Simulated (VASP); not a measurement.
Set up this calculation in VASP 6.6.1, as the native input.

```yaml
Task: single point
Functional: r2SCAN
Potentials_or_basis: VASP PAW PBE potentials, release 64 (Ti_sv, Co)
Cutoff: 520 eV
k_mesh: 6 × 6 × 6
Occupations: gaussian, width 0.1 eV
Spin: collinear spin, ferromagnetic start
Starting_moments: "[-0.35, 0.0] μB"
Dipole_correction: no
Further_INCAR_settings: ALGO = Normal; EDIFF = 1e-06; NBANDS = 22
```

TiCo:

```
CELL_PARAMETERS angstrom
0.00000 2.63091 2.63091
2.63091 0.00000 2.63091
2.63091 2.63091 0.00000
ATOMIC_POSITIONS crystal
Ti 0.00000 0.00000 0.00000
Co 0.75000 0.75000 0.75000
```

The input as run:

POSCAR

```
TiCo
1.0
    0.0000000000      2.6309063864      2.6309063864
    2.6309063864      0.0000000000      2.6309063864
    2.6309063864      2.6309063864      0.0000000000
Ti Co
1 1
Direct
    0.0000000000      0.0000000000      0.0000000000
    0.7500000000      0.7500000000      0.7500000000
```

INCAR.step1

```
  ALGO = Normal
  EDIFF = 1E-4
  ENCUT = 520
  GGA = PE
  ISMEAR = 0
  ISPIN = 2
  LASPH = True
  LCHARG = False
  LMAXMIX = 4
  LREAL = False
  LWAVE = True
  MAGMOM = -0.35 0
  NBANDS = 22
  NELM = 150
  PREC = Accurate
  SIGMA = 0.1
```

INCAR.step2

```
  ALGO = Normal
  EDIFF = 1E-6
  ENCUT = 520
  ISIF = 2
  ISMEAR = 0
  ISPIN = 2
  ISTART = 1
  LASPH = True
  LCHARG = False
  LMAXMIX = 4
  LMIXTAU = True
  LORBIT = 11
  LREAL = False
  LWAVE = False
  MAGMOM = -0.35 0
  METAGGA = R2SCAN
  NBANDS = 22
  NELM = 150
  PREC = Accurate
  SIGMA = 0.1
```

KPOINTS

```
k-points
0
Gamma
  6 6 6
```

Potentials or basis: VASP PAW PBE potentials, release 64 (Ti_sv, Co).

Command:

```bash
$ cat potpaw_PBE.64/Ti_sv/POTCAR potpaw_PBE.64/Co/POTCAR > POTCAR
$ cp INCAR.step1 INCAR
$ mpirun -np 1 vasp_std > vasp.out
$ cp INCAR.step2 INCAR
$ mpirun -np 1 vasp_std > vasp.out
```

It gave:

```
Pressure                                              : -0.2 GPa
Net moment                                            : 0.00 μB per cell
Valence electrons inside the program's atomic spheres : Ti 10.34; Co 8.52
```

Caveat: the PAW data sets were made with another functional, which shifts forces and pressure a little.

It took 3.4 min on 1 thread of Intel(R) Xeon(R) Platinum 8375C CPU @ 2.90GHz (Ice Lake), on a shared host, peak memory 0.19 GiB.
